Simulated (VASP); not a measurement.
# MgF2 (P4_2/mnm) in VASP: a series of runs, part 3 of 3

VASP 6.6.1.

### Step 4. Single point, HSE06 (strain +3.0%)

Contents of POSCAR:

```
MgF2
1.0
    4.7606764744      0.0000000000      0.0000000000
    0.0000000000      4.7606764744      0.0000000000
    0.0000000000      0.0000000000      3.1374951123
Mg F
2 4
Direct
    0.0000000000      0.0000000000      0.0000000000
    0.5000000000      0.5000000000      0.5000000000
    0.3051635042      0.3051635042      0.0000000000
    0.1948364958      0.8051635042      0.5000000000
    0.8051635042      0.1948364958      0.5000000000
    0.6948364958      0.6948364958      0.0000000000
```

Contents of INCAR.step1:

```
ALGO     = Normal         # electronic algorithm
EDIFF    = 1E-5           # SCF threshold, eV
ENCUT    = 520            # plane-wave cutoff, eV
GGA      = PE             # functional
GGA_COMPAT= False        
ISIF     = 2              # what is computed and relaxed
ISMEAR   = 0              # smearing method
KPAR     = 4            
LASPH    = True           # aspherical terms in the spheres
LCHARG   = False          # write CHGCAR
LREAL    = False          # projectors in reciprocal space
LWAVE    = True           # write WAVECAR
NBANDS   = 25             # bands
NELM     = 120            # most SCF steps
PREC     = Accurate       # precision mode
SIGMA    = 0.01           # smearing width, eV
```

Contents of INCAR.step2:

```
ALGO     = Normal         # electronic algorithm
EDIFF    = 1E-6           # SCF threshold, eV
ENCUT    = 520            # plane-wave cutoff, eV
GGA      = PE             # functional
GGA_COMPAT= False        
HFSCREEN = 0.2079         # screening, 1/A
ISIF     = 2              # what is computed and relaxed
ISMEAR   = 0              # smearing method
ISTART   = 1            
KPAR     = 4            
LASPH    = True           # aspherical terms in the spheres
LCHARG   = False          # write CHGCAR
LHFCALC  = True           # exact exchange
LREAL    = False          # projectors in reciprocal space
LWAVE    = False          # write WAVECAR
NBANDS   = 25             # bands
NELM     = 120            # most SCF steps
PREC     = Accurate       # precision mode
PRECFOCK = Normal       
SIGMA    = 0.01           # smearing width, eV
```

Contents of KPOINTS:

```
k-points
0
Gamma
  4 4 6
```

Potentials or basis: VASP PAW PBE potentials, release 64 (Mg, F).

Started as:

```bash
$ cat potpaw_PBE.64/Mg/POTCAR potpaw_PBE.64/F/POTCAR > POTCAR
$ cp INCAR.step1 INCAR
$ mpirun -np 4 vasp_std > vasp.out
$ cp INCAR.step2 INCAR
$ mpirun -np 4 vasp_std > vasp.out
```

OUTCAR:

```text
EDIFF = 1E-6
   ENCUT = 520
   GGA = PE
   HFSCREEN = 0.2079
   ISIF = 2
   ISMEAR = 0
   ISTART = 1
   LASPH = True
   LHFCALC = True
   LREAL = False
   NELM = 120
   PREC = Accurate
   PRECFOCK = Normal

 ion  position               nearest neighbor table
   1  0.000  0.000  0.000-   4 2.04   5 2.04   4 2.04   5 2.04   3 2.05   6 2.05
   2  0.500  0.500  0.500-   3 2.04   6 2.04   3 2.04   6 2.04   5 2.05   4 2.05
   3  0.305  0.305  0.000-   2 2.04   2 2.04   1 2.05
   4  0.195  0.805  0.500-   1 2.04   1 2.04   2 2.05
   5  0.805  0.195  0.500-   1 2.04   1 2.04   2 2.05
   6  0.695  0.695  0.000-   2 2.04   2 2.04   1 2.05

  LATTYP: Found a simple tetragonal cell.
 ALAT       =     4.7606764744
 C/A-ratio  =     0.6590439676

  Lattice vectors:

 A1 = (   4.7606764744,   0.0000000000,   0.0000000000)
 A2 = (   0.0000000000,   4.7606764744,   0.0000000000)
 A3 = (   0.0000000000,   0.0000000000,   3.1374951123)

Analysis of symmetry for initial positions (statically):
=====================================================================
 Subroutine PRICEL returns:
 Original cell was already a primitive cell.

 Routine SETGRP: Setting up the symmetry group for a
 simple tetragonal supercell.

 Subroutine GETGRP returns: Found 16 space group operations
 (whereof  8 operations were pure point group operations)
 out of a pool of 16 trial point group operations.

The static configuration has the point symmetry D_2h.
 The point group associated with its full space group is D_4h.

Analysis of symmetry for dynamics (positions and initial velocities):
=====================================================================
 Subroutine PRICEL returns:
 Original cell was already a primitive cell.

 Routine SETGRP: Setting up the symmetry group for a
 simple tetragonal supercell.

 Subroutine GETGRP returns: Found 16 space group operations
 (whereof  8 operations were pure point group operations)
 out of a pool of 16 trial point group operations.

The dynamic configuration has the point symmetry D_2h.
 The point group associated with its full space group is D_4h.

 Subroutine INISYM returns: Found 16 space group operations
 (whereof  8 operations are pure point group operations),
 and found     1 'primitive' translations

----------------------------------------------------------------------------------------

                                     Primitive cell

  volume of cell :      71.1083

  direct lattice vectors                    reciprocal lattice vectors
     4.760676474  0.000000000  0.000000000     0.210054181  0.000000000  0.000000000
     0.000000000  4.760676474  0.000000000     0.000000000  0.210054181  0.000000000
     0.000000000  0.000000000  3.137495112     0.000000000  0.000000000  0.318725596

  length of vectors
     4.760676474  4.760676474  3.137495112     0.210054181  0.210054181  0.318725596

  position of ions in fractional coordinates (direct lattice)
     0.000000000  0.000000000  0.000000000
     0.500000000  0.500000000  0.500000000
     0.305163504  0.305163504  0.000000000
     0.194836496  0.805163504  0.500000000
[... 64 lines left out ...]
   k-points           NKPTS =     24   k-points in BZ     NKDIM =     96   number of bands    NBANDS=     25
   number of dos      NEDOS =    301   number of ions     NIONS =      6
   total plane-waves  NPLWV =  31104
   dimension x,y,z NGX =    36 NGY =   36 NGZ =   24
   dimension x,y,z NGXF=    72 NGYF=   72 NGZF=   48
   ions per type =               2   4
   NGX,Y,Z   is equivalent  to a cutoff of  12.57, 12.57, 12.72 a.u.
   NGXF,Y,Z  is equivalent  to a cutoff of  25.14, 25.14, 25.43 a.u.
 SYSTEM =  unknown system
   PREC   = accura    normal or accurate (medium, high low for compatibility)
   ISTART =      1    job   : 0-new  1-cont  2-samecut
   ICHARG =      0    charge: 1-file 2-atom 10-const
   ISPIN  =      1    spin polarized calculation?
   LNONCOLLINEAR =      F non collinear calculations
   LSORBIT =      F    spin-orbit coupling
   LASPH  =      T    aspherical Exc in radial PAW
   ENCUT  =  520.0 eV  38.22 Ry    6.18 a.u.   8.85  8.85  5.83*2*pi/ulx,y,z
   NELM   =    120;   NELMIN=  2; NELMDL=  0     # of ELM steps
   EDIFF  = 0.1E-05   stopping-criterion for ELM
   LREAL  =      F    real-space projection
   EDIFFG = 0.1E-04   stopping-criterion for IOM
   NSW    =      0    number of steps for IOM
   IBRION =     -1    ionic relax: 0-MD 1-quasi-New 2-CG
   NFREE  =      0    steps in history (QN), initial steepest desc. (CG)
   ISIF   =      2    stress and relaxation
   ISYM   =      3    0-nonsym 1-usesym 2-fastsym
   POTIM  = 0.5000    time-step for ionic-motion
   TEBEG  =    0.0;   TEEND  =   0.0 temperature during run
   PSTRESS=    0.0 pullay stress
   NELECT =      32.0000    total number of electrons
   NUPDOWN=      -1.0000    fix difference up-down
   EMIN   =  10.00;   EMAX   =-10.00  energy-range for DOS
   EFERMI =   0.00;   METHOD = LEGACY
   ISMEAR =     0;   SIGMA  =   0.01  broadening in eV -4-tet -1-fermi 0-gaus
   EFERMI_NEDOS =   21; number of points for ismear=-14 and -15
   IALGO  =     38    algorithm
   IMIX   =      1    mixing-type and parameters
     AMIX     =   0.40;   BMIX     =  1.00
     AMIX_MAG =   1.60;   BMIX_MAG =  1.00
  volume/ion in A,a.u.               =      11.85        79.98
  Fermi-wavevector in a.u.,A,eV,Ry     =   1.254541  2.370738 21.413827  1.573872
  Thomas-Fermi vector in A             =   2.388340
   LORBIT       =      0    0 simple, 1 ext, 2 COOP (PROOUT), +10 PAW based schemes
   GGA     = PE    functional components
   LHFCALC =     T    Hartree Fock is set to
   PRECFOCK=normal    Normal, Fast or Accurate (Low or Medium for compatibility)
   ENCUT4O =  -1.0   cutoff for four orbital integrals eV
   NKREDX  =     1    reduce k-point grid by
   NKREDY  =     1    reduce k-point grid by
   NKREDZ  =     1    reduce k-point grid by
   AEXX    =    0.2500 exact exchange contribution
   HFSCREEN=    0.2079 screening length (either q_TF or 0.3 A-1)
   HFSCREENC=   0.2079 screening length for correlation (either q_TF or 0.3 A-1)
   ENCUTFOCK=  -1.0 apply spherical cutoff to Coloumb kernel
   IVDW    =     0    specifies the selected vdW correction
   LEPSILON=     F    determine dielectric tensor
   LRPA    =     F    only Hartree local field effects (RPA)
 non-spin polarized calculation
 Gauss-broadening in eV      SIGMA  =   0.01
  energy-cutoff  :      520.00
  volume of cell :       71.11
 maximum number of plane-waves:      1944
 NGX is ok and might be reduce to    36
  NGX = 28; NGY = 28; NGZ = 18

 number of electron      31.9999958 magnetization

 Free energy of the ion-electron system (eV)
  ---------------------------------------------------
  ext. energy  EPLUGINS =         0.00000000
  ---------------------------------------------------
  free energy    TOTEN  =       -38.18857753 eV

  energy without entropy =      -38.18857753  energy(sigma->0) =      -38.18857753

 E-fermi :  -3.3348     XC(G=0):  -7.6615

 val. band max:       -3.4699564002   @ k =   0.0000   0.0000   0.0000
 cond. band min:       5.3168007624   @ k =   0.0000   0.0000   0.0000
 fundamental gap:      8.7867571626
 Fermi energy:        -3.3348219737

 k-point     1 :       0.0000    0.0000    0.0000
  band No.  band energies     occupation
      1     -25.4587      2.00000
      2     -24.7737      2.00000
      3     -24.7737      2.00000
      4     -24.7140      2.00000
      5      -7.2783      2.00000
      6      -5.6952      2.00000
[... 661 lines left out ...]
     24      13.3153      0.00000
     25      16.4705      0.00000

------------------------ aborting loop because EDIFF is reached ----------------------------------------

  FORCE on cell =-STRESS in cart. coord.  units (eV):
  Direction    XX          YY          ZZ          XY          YZ          ZX
  --------------------------------------------------------------------------------------
  -------------------------------------------------------------------------------------
  Total       -2.9497185     -2.9497185     -3.5408697      0.0000000      0.0000000      0.0000000
  in kB      -66.4615960    -66.4615960    -79.7811212      0.0000000      0.0000000      0.0000000
  external PRESSURE =     -70.9014377 kB  Pullay stress =       0.0000000 kB

 VOLUME and BASIS-vectors are now :
 -----------------------------------------------------------------------------
  energy-cutoff  :      520.00
  volume of cell :       71.11
      direct lattice vectors                 reciprocal lattice vectors
     4.760676474  0.000000000  0.000000000     0.210054181  0.000000000  0.000000000
     0.000000000  4.760676474  0.000000000     0.000000000  0.210054181  0.000000000
     0.000000000  0.000000000  3.137495112     0.000000000  0.000000000  0.318725596

 POSITION                                       TOTAL-FORCE (eV/Angst)
 -----------------------------------------------------------------------------------
      0.00000      0.00000      0.00000         0.000000      0.000000      0.000000
      2.38034      2.38034      1.56875         0.000000      0.000000      0.000000
      1.45278      1.45278      0.00000         0.012223      0.012223      0.000000
      0.92755      3.83312      1.56875        -0.012223      0.012223      0.000000
      3.83312      0.92755      1.56875         0.012223     -0.012223      0.000000
      3.30789      3.30789      0.00000        -0.012223     -0.012223      0.000000
 -----------------------------------------------------------------------------------
    total drift:                               -0.001365     -0.001373     -0.000053

  FREE ENERGIE OF THE ION-ELECTRON SYSTEM (eV)
  ---------------------------------------------------
  free  energy   TOTEN  =       -38.1885775301 eV

  energy  without entropy=      -38.1885775301  energy(sigma->0) =      -38.18857753
```

Run time: 32 min. Hardware: 4 MPI ranks of Intel Xeon Platinum 8259CL at 2.50GHz (Skylake/Cascade Lake), shared host; peak memory 0.31 GiB.

What came out:

- Free energy: -38.1886 eV
- Pressure: -7.1 GPa
- Largest force: 0.017 eV/Å
- Band gap on the k mesh: 8.79 eV

Forces in eV/Å, atoms in the order of the input:
```
Mg   0.000  0.000  0.000
Mg   0.000  0.000  0.000
F    0.012  0.012  0.000
F   -0.012  0.012  0.000
F    0.012 -0.012  0.000
F   -0.012 -0.012  0.000
```

Stress tensor (GPa, compression positive):
```
-6.65  0.00  0.00
 0.00 -6.65  0.00
 0.00  0.00 -7.98
```

Levels at points of the mesh, in eV from the valence-band top:
| k point | band 12 | band 13 | band 14 | band 15 | band 16 | band 17 | band 18 | band 19 | band 20 | band 21 |
| --- | --- | --- | --- | --- | --- | --- | --- | --- | --- | --- |
| (0.00, 0.00, 0.00) | -1.10 | -0.67 | -0.26 | -0.26 | 0.00 | 8.79 | 14.06 | 14.06 | 15.48 | 16.21 |
| (0.50, 0.00, 0.00) | -1.21 | -0.88 | -0.88 | -0.34 | -0.34 | 11.16 | 11.16 | 15.25 | 15.25 | 17.35 |
| (0.50, 0.50, 0.00) | -1.14 | -0.81 | -0.81 | -0.70 | -0.70 | 12.77 | 12.77 | 13.03 | 13.03 | 19.38 |
| (0.00, 0.00, 0.50) | -1.25 | -1.01 | -1.01 | -0.79 | -0.79 | 13.54 | 13.54 | 16.84 | 16.84 | 17.29 |
| (0.50, 0.00, 0.50) | -1.19 | -0.66 | -0.66 | -0.60 | -0.60 | 14.51 | 14.51 | 15.08 | 15.08 | 17.63 |
| (0.50, 0.50, 0.50) | -1.23 | -0.56 | -0.56 | -0.45 | -0.45 | 14.91 | 14.91 | 15.13 | 15.13 | 16.41 |

Caveat: the cell differs from its parent crystal (strain +3.0%); the cell stands under tension; the structure was generated, so it needn't be the stable form of MgF2; the PAW data sets were made with another functional, which shifts forces and pressure a little.

### Step 5. Overview

| cell | gap on the mesh (eV) | pressure (GPa) | largest force (eV/Å) |
| --- | --- | --- | --- |
| a = 4.668, b = 4.668, c = 3.077 Å, 6 atoms, strain +1.0% | 9.19 | -2.3 | 0.02 |
| a = 4.437, b = 4.437, c = 2.924 Å, 6 atoms, strain -4.0% | 10.35 | 17.9 | 0.02 |
| a = 4.761, b = 4.761, c = 3.137 Å, 6 atoms, strain +3.0% | 8.79 | -7.1 | 0.02 |

Alike in all rows: task single point; level HSE06; potentials or basis VASP PAW PBE potentials, release 64 (Mg, F); no spin polarisation; k mesh 4 × 4 × 6; cutoff (eV) 520; smearing gaussian 0.01 eV.

Caveats: the structure was generated, so it needn't be the stable form of MgF2; the PAW data sets were made with another functional, which shifts forces and pressure a little; the cell stands under pressure (at least some runs); the cell stands under tension (at least some runs).

Absolute energies hang on the potentials; compare differences alone.
